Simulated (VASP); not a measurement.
# Al2O3 (P-6m2) in VASP: further runs, part 2 of 2

VASP 6.6.1.

## 3. Single point, LDA (strain +0.040 along x and y, -0.040 along z)

INCAR reads:

```
SYSTEM = Al2O3
ALGO = Normal ; EDIFF = 1E-6
ENCUT = 520 ; GGA = CA
ISIF = 2 ; ISMEAR = 0
LASPH = .TRUE. ; LCHARG = .FALSE.
LREAL = .FALSE. ; LWAVE = .FALSE.
NBANDS = 20 ; NELM = 80
PREC = Accurate ; SIGMA = 0.05
```

KPOINTS reads:

```
k-points
0
G
  9 9 4
  0 0 0
```

POSCAR reads:

```
Al2O3
1.0
    2.9996979462      0.0000000000      0.0000000000
   -1.4998489731      2.5978146251      0.0000000000
    0.0000000000      0.0000000000      8.9632842816
Al O
2 3
Direct
    0.0000000000      0.0000000000      0.1499923300
    0.0000000000      0.0000000000      0.8500076700
    0.3333333333      0.6666666667      0.2223169200
    0.6666666667      0.3333333333      0.0000000000
    0.3333333333      0.6666666667      0.7776830800
```

Potentials or basis: VASP PAW LDA potentials, release 64 (Al, O).

Run with:

```bash
$ cat potpaw_LDA.64/Al/POTCAR potpaw_LDA.64/O/POTCAR > POTCAR
$ mpirun -np 1 vasp_std > vasp.out
```

OUTCAR:

```text
SYSTEM = Al2O3
   EDIFF = 1E-6
   ENCUT = 520
   GGA = CA
   ISIF = 2
   ISMEAR = 0
   LASPH = .TRUE.
   LREAL = .FALSE.
   NELM = 80
   PREC = Accurate

 ion  position               nearest neighbor table
   1  0.000  0.000  0.150-   3 1.85   3 1.85   3 1.85   4 2.19   4 2.19   4 2.19   2 2.69
   2  0.000  0.000  0.850-   5 1.85   5 1.85   5 1.85   4 2.19   4 2.19   4 2.19   1 2.69
   3  0.333  0.667  0.222-   1 1.85   1 1.85   1 1.85
   4  0.667  0.333  0.000-   1 2.19   2 2.19   1 2.19   2 2.19   1 2.19   2 2.19
   5  0.333  0.667  0.778-   2 1.85   2 1.85   2 1.85

  LATTYP: Found a hexagonal cell.
 ALAT       =     2.9996979462
 C/A-ratio  =     2.9880622791

  Lattice vectors:

 A1 = (   2.9996979462,   0.0000000000,   0.0000000000)
 A2 = (  -1.4998489731,   2.5978146251,   0.0000000000)
 A3 = (   0.0000000000,   0.0000000000,   8.9632842816)

Analysis of symmetry for initial positions (statically):
=====================================================================
 Subroutine PRICEL returns:
 Original cell was already a primitive cell.

 Routine SETGRP: Setting up the symmetry group for a
 hexagonal supercell.

 Subroutine GETGRP returns: Found 12 space group operations
 (whereof 12 operations were pure point group operations)
 out of a pool of 24 trial point group operations.

The static configuration has the point symmetry D_3h.

Analysis of symmetry for dynamics (positions and initial velocities):
=====================================================================
 Subroutine PRICEL returns:
 Original cell was already a primitive cell.

 Routine SETGRP: Setting up the symmetry group for a
 hexagonal supercell.

 Subroutine GETGRP returns: Found 12 space group operations
 (whereof 12 operations were pure point group operations)
 out of a pool of 24 trial point group operations.

The dynamic configuration has the point symmetry D_3h.

 Subroutine INISYM returns: Found 12 space group operations
 (whereof 12 operations are pure point group operations),
 and found     1 'primitive' translations

----------------------------------------------------------------------------------------

                                     Primitive cell

  volume of cell :      69.8478

  direct lattice vectors                    reciprocal lattice vectors
     2.999697946  0.000000000  0.000000000     0.333366898  0.192469468  0.000000000
    -1.499848973  2.597814625  0.000000000     0.000000000  0.384938937  0.000000000
     0.000000000  0.000000000  8.963284282     0.000000000  0.000000000  0.111566248

  length of vectors
     2.999697946  2.999697946  8.963284282     0.384938937  0.384938937  0.111566248

  position of ions in fractional coordinates (direct lattice)
     0.000000000  0.000000000  0.149992330
     0.000000000  0.000000000  0.850007670
     0.333333333  0.666666667  0.222316920
     0.666666667  0.333333333  0.000000000
     0.333333333  0.666666667  0.777683080

  ion indices of the primitive-cell ions
   primitive index   ion index
                 1           1
                 2           2
                 3           3
                 4           4
[... 25 lines left out ...]

 Found     36 irreducible k-points:

 Following reciprocal coordinates:
            Coordinates               Weight
  0.000000  0.000000  0.000000      1.000000
  0.111111 -0.000000  0.000000      6.000000
  0.222222  0.000000  0.000000      6.000000
  0.333333  0.000000  0.000000      6.000000
  0.444444  0.000000  0.000000      6.000000
  0.111111  0.111111  0.000000      6.000000
[... 16 lines left out ...]
  0.333333  0.222222  0.250000     24.000000
  0.333333  0.333333  0.250000      4.000000
 [... further k-points ...]
   k-points           NKPTS =     36   k-points in BZ     NKDIM =     36   number of bands    NBANDS=     20
   number of dos      NEDOS =    301   number of ions     NIONS =      5
   total plane-waves  NPLWV =  40320
   dimension x,y,z NGX =    24 NGY =   24 NGZ =   70
   dimension x,y,z NGXF=    48 NGYF=   48 NGZF=  140
   ions per type =               2   3
   NGX,Y,Z   is equivalent  to a cutoff of  13.30, 13.30, 12.98 a.u.
   NGXF,Y,Z  is equivalent  to a cutoff of  26.60, 26.60, 25.97 a.u.
 SYSTEM =  Al2O3
   PREC   = accura    normal or accurate (medium, high low for compatibility)
   ISTART =      0    job   : 0-new  1-cont  2-samecut
   ICHARG =      2    charge: 1-file 2-atom 10-const
   ISPIN  =      1    spin polarized calculation?
   LNONCOLLINEAR =      F non collinear calculations
   LSORBIT =      F    spin-orbit coupling
   LASPH  =      T    aspherical Exc in radial PAW
   ENCUT  =  520.0 eV  38.22 Ry    6.18 a.u.   5.58  5.58 16.67*2*pi/ulx,y,z
   NELM   =     80;   NELMIN=  2; NELMDL= -5     # of ELM steps
   EDIFF  = 0.1E-05   stopping-criterion for ELM
   LREAL  =      F    real-space projection
   EDIFFG = 0.1E-04   stopping-criterion for IOM
   NSW    =      0    number of steps for IOM
   IBRION =     -1    ionic relax: 0-MD 1-quasi-New 2-CG
   NFREE  =      0    steps in history (QN), initial steepest desc. (CG)
   ISIF   =      2    stress and relaxation
   ISYM   =      2    0-nonsym 1-usesym 2-fastsym
   POTIM  = 0.5000    time-step for ionic-motion
   TEBEG  =    0.0;   TEEND  =   0.0 temperature during run
   PSTRESS=    0.0 pullay stress
   NELECT =      24.0000    total number of electrons
   NUPDOWN=      -1.0000    fix difference up-down
   EMIN   =  10.00;   EMAX   =-10.00  energy-range for DOS
   EFERMI =   0.00;   METHOD = LEGACY
   ISMEAR =     0;   SIGMA  =   0.05  broadening in eV -4-tet -1-fermi 0-gaus
   EFERMI_NEDOS =   21; number of points for ismear=-14 and -15
   IALGO  =     38    algorithm
   IMIX   =      4    mixing-type and parameters
     AMIX     =   0.40;   BMIX     =  1.00
     AMIX_MAG =   1.60;   BMIX_MAG =  1.00
  volume/ion in A,a.u.               =      13.97        94.27
  Fermi-wavevector in a.u.,A,eV,Ry     =   1.146641  2.166838 17.888757  1.314787
  Thomas-Fermi vector in A             =   2.283325
   LORBIT       =      0    0 simple, 1 ext, 2 COOP (PROOUT), +10 PAW based schemes
   GGA     = CA    functional components
   LHFCALC =     F    Hartree Fock is set to
   AEXX    =    0.0000 exact exchange contribution
   IVDW    =     0    specifies the selected vdW correction
   LEPSILON=     F    determine dielectric tensor
   LRPA    =     F    only Hartree local field effects (RPA)
 non-spin polarized calculation
 Gauss-broadening in eV      SIGMA  =   0.05
  energy-cutoff  :      520.00
  volume of cell :       69.85
 maximum number of plane-waves:      1929
 NGX is ok and might be reduce to    24
   NGX = 11   NGY = 11   NGZ = 33

 number of electron      24.0000018 magnetization

 Free energy of the ion-electron system (eV)
  ---------------------------------------------------
  ext. energy  EPLUGINS =         0.00000000
  ---------------------------------------------------
  free energy    TOTEN  =       -39.64948888 eV

  energy without entropy =      -39.64948888  energy(sigma->0) =      -39.64948888

 E-fermi :   0.8919     XC(G=0):  -8.8592

 val. band max:        0.6511946426   @ k =   0.1111   0.1111   0.0000
 cond. band min:       4.3001748793   @ k =   0.0000   0.0000   0.0000
 fundamental gap:      3.6489802367
 Fermi energy:         0.8918770981

 k-point     1 :       0.0000    0.0000    0.0000
  band No.  band energies     occupation
      1     -17.7748      2.00000
      2     -16.4610      2.00000
      3     -15.3667      2.00000
      4      -4.0400      2.00000
      5      -1.3498      2.00000
      6      -1.2433      2.00000
[... 541 lines left out ...]
     19      12.9119      0.00000
     20      13.1085      0.00000

 [... further k-points ...]

------------------------ aborting loop because EDIFF is reached ----------------------------------------

  FORCE on cell =-STRESS in cart. coord.  units (eV):
  Direction    XX          YY          ZZ          XY          YZ          ZX
  --------------------------------------------------------------------------------------
  -------------------------------------------------------------------------------------
  Total       -9.2193598     -9.2193598      0.1462098      0.0000000     -0.0000000      0.0000000
  in kB     -211.4747363   -211.4747363      3.3537775      0.0000000     -0.0000000      0.0000000
  external PRESSURE =    -139.8652317 kB  Pullay stress =       0.0000000 kB

 VOLUME and BASIS-vectors are now :
 -----------------------------------------------------------------------------
  energy-cutoff  :      520.00
  volume of cell :       69.85
      direct lattice vectors                 reciprocal lattice vectors
     2.999697946  0.000000000  0.000000000     0.333366898  0.192469468  0.000000000
    -1.499848973  2.597814625  0.000000000     0.000000000  0.384938937  0.000000000
     0.000000000  0.000000000  8.963284282     0.000000000  0.000000000  0.111566248

 POSITION                                       TOTAL-FORCE (eV/Angst)
 -----------------------------------------------------------------------------------
      0.00000      0.00000      1.34442        -0.000000      0.000000      1.157686
      0.00000      0.00000      7.61886        -0.000000      0.000000     -1.157686
     -0.00000      1.73188      1.99269         0.000000     -0.000000     -0.722445
      1.49985      0.86594      0.00000        -0.000000      0.000000      0.000000
     -0.00000      1.73188      6.97059         0.000000     -0.000000      0.722445
 -----------------------------------------------------------------------------------
    total drift:                               -0.000000      0.000000      0.000000

  FREE ENERGIE OF THE ION-ELECTRON SYSTEM (eV)
  ---------------------------------------------------
  free  energy   TOTEN  =       -39.6494888843 eV

  energy  without entropy=      -39.6494888843  energy(sigma->0) =      -39.64948888
```

It took 75 s on 1 thread of AMD EPYC 7R13, shared host; peak memory 0.15 GiB.

Results:

```yaml
Free_energy: -39.6495 eV
Pressure: -14.0 GPa
Largest_force: 1.158 eV/Å
Band_gap_on_the_k_mesh: 3.65 eV (least direct gap 3.88 eV)
```

Forces on the atoms (eV/Å):
```
Al   0.000  0.000  1.158
Al   0.000  0.000 -1.158
O    0.000  0.000 -0.722
O    0.000  0.000  0.000
O    0.000  0.000  0.722
```

Caveat: the cell differs from its parent crystal (strain +0.040 along x and y, -0.040 along z); the cell stands under tension; an odd mesh through Γ misses points on the zone boundary, where band edges can lie; forces of over 1 eV/Å act on the atoms, so gaps and moduli don't describe the material at rest.
